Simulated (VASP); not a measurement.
Here is a VASP 6.6.1 calculation.

The input INCAR:

```
SYSTEM = Sn
PREC     = Accurate       ! precision mode
ENCUT    = 520            ! plane-wave cutoff, eV
EDIFF    = 1E-6           ! SCF threshold, eV
ISMEAR   = 0              ! smearing method
SIGMA    = 0.001          ! smearing width, eV
LREAL    = .FALSE.        ! projectors in reciprocal space
LASPH    = .TRUE.         ! aspherical terms in the spheres
NELM     = 60             ! most SCF steps
ALGO     = Normal         ! electronic algorithm
ISIF     = 2              ! what is computed and relaxed
LWAVE    = .FALSE.        ! write WAVECAR
LCHARG   = .FALSE.        ! write CHGCAR
GGA      = PS             ! functional
NBANDS   = 21             ! bands
```

Contents of KPOINTS:

```
Automatic mesh
0
G
  13 13 7
  0 0 0
```

File POSCAR:

```
Sn
1.0
    3.3682307965      0.0000000000      0.0000000000
   -1.6841153983      2.9169734356      0.0000000000
    0.0000000000      0.0000000000      5.3447185802
Sn
2
Direct
    0.3333333333      0.6666666667      0.2500000000
    0.6666666667      0.3333333333      0.7500000000
```

Potentials or basis: VASP PAW PBE potentials, release 64 (Sn_d).

Run with:

```console
$ cat potpaw_PBE.64/Sn_d/POTCAR > POTCAR
$ mpirun -np 1 vasp_std > vasp.out
```

**Question.** Predict the pressure.

**Answer.** -0.1 GPa.

**Question.** What does it give for the band gap on the k mesh?

**Answer.** Zero (band 14 reaches 14.04 eV, above the bottom of band 15 at 6.30 eV).

Stress tensor (GPa, compression positive):
```
 0.15  0.00  0.00
 0.00  0.15  0.00
 0.00  0.00 -0.61
```

Caveat: the PAW data sets were made with another functional, which shifts forces and pressure a little; spin-orbit coupling is left out, which moves the levels of the heavy elements.
